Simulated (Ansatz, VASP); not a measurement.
**GaAs: VASP beside Ansatz**

```
Ga As
1.0
     0.00000    2.83308    2.83308
     2.83308    0.00000    2.83308
     2.83308    2.83308    0.00000
Ga As
1 1
Direct
  0.00000 0.00000 0.00000
  0.25000 0.25000 0.25000
```

Alike in both runs: task single point; functional r2SCAN; k mesh 8 × 8 × 8; no spin polarisation.

|  | VASP | Ansatz |
| --- | --- | --- |
| version | VASP 6.6.1 | Ansatz 0.2.0 |
| potentials or method | VASP PAW PBE potentials, release 64 (Ga_d, As) | plane waves, PAW |
| plane-wave cutoff (eV) | 520 | 500 |
| occupations | gaussian, width 0.01 eV | fixed |
| valence electrons in the cell | 18 | 28 |

```csv
,VASP,Ansatz,Ansatz less VASP
gap on the k mesh at the Fermi level (eV),0.94,0.96,+0.019
pressure (GPa),0.1,0.0,-0.12
```

VASP's potentials were made for PBE, not for r2SCAN. VASP's potentials hold 18 valence electrons a cell and Ansatz's 28, so a difference there can come from the potentials and not from the codes.
